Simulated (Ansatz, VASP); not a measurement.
# BaHPb: VASP beside Ansatz

INCAR

```
SYSTEM = BaHPb
ALGO     = Normal         ! electronic algorithm
EDIFF    = 1E-6           ! SCF threshold, eV
EDIFFG   = -0.04          ! ionic threshold
ENCUT    = 600            ! plane-wave cutoff, eV
GGA      = PE             ! functional
IBRION   = 2              ! ionic algorithm
ISIF     = 3              ! what is computed and relaxed
ISMEAR   = 0              ! smearing method
LASPH    = .True.         ! aspherical terms in the spheres
LCHARG   = .False.        ! write CHGCAR
LREAL    = .False.        ! projectors in reciprocal space
LWAVE    = .False.        ! write WAVECAR
NELM     = 60             ! most SCF steps
NSW      = 90             ! ionic steps
PREC     = Accurate       ! precision mode
SIGMA    = 0.1            ! smearing width, eV
```

File KPOINTS:

```
k-points
0
Gamma
  4 4 4
  0 0 0
```

Contents of POSCAR:

```
BaHPb
1.0
    4.0912751200      0.0000000000      0.0000000000
    0.0000000000      4.0912751200      0.0000000000
    0.0000000000      0.0000000000      4.1671365500
Ba H Pb
1 1 1
Direct
    0.0000000000      0.0000000000      0.0000000000
    0.5000000000      0.5000000000      0.5000000000
    0.5000000000      0.5000000000      0.0000000000
```

Input for Ansatz:

```yaml
crystal:
  lattice:
    - [4.09127512, 0.0, 0.0]
    - [0.0, 4.09127512, 0.0]
    - [0.0, 0.0, 4.16713655]
  atoms:
    - { symbol: Ba, position: [0.0, 0.0, 0.0] }
    - { symbol: H, position: [0.5, 0.5, 0.5] }
    - { symbol: Pb, position: [0.5, 0.5, 0.0] }
basis:
  ecutwfc: 420
kpoints:
  mp_grid: { grid: [4, 4, 4] }
hamiltonian:
  xc: pbe
scf:
  occupations: { method: gaussian, width: 0.1 }
  lower_state_search: "off"
output:
  forces: true
  stress: true
  eigenvalues: true
relax:
  adjacent_minimum: "off"
  f_tol: 0.04
  max_steps: 70
  cell: { stress_tol: 0.4 }
```

Change from the starting cell: species swapped into the DyCoC type (P4/mmm, No. 123).

Alike in both runs: task relaxation of cell and atoms; functional PBE; k mesh 4 × 4 × 4; occupations gaussian, width 0.1 eV; no spin polarisation.

```csv
,VASP,Ansatz
version,VASP 6.6.1,Ansatz 0.2.0
potentials or method,"VASP PAW PBE potentials, release 64 (Ba_sv, H, Pb_d), cutoff 600 eV","scalar-relativistic, plane waves, PAW"
valence electrons in the cell,25,25
```

VASP gave:

```
gap on the k mesh at the Fermi level, each at its own relaxed structure (eV) : none
relaxed volume (Å³/atom)                                                     : 37.61
relaxed length of the cell vector where the two differ most in proportion (Å)              : 4.514
```

**Question.** Estimate Ansatz's values.

**Answer.** gap on the k mesh at the Fermi level, each at its own relaxed structure (eV): none; relaxed volume (Å³/atom): 37.88; relaxed length of the cell vector where the two differ most in proportion (Å): 4.534.

A gap of «none» marks a metal or a gap that the smearing closes.

The k mesh is coarse, so the values compare programs but aren't converged. Spin-orbit coupling is off throughout. Noted on VASP's run: the volume moved by over 15 % at a fixed basis, so the end points are rough.
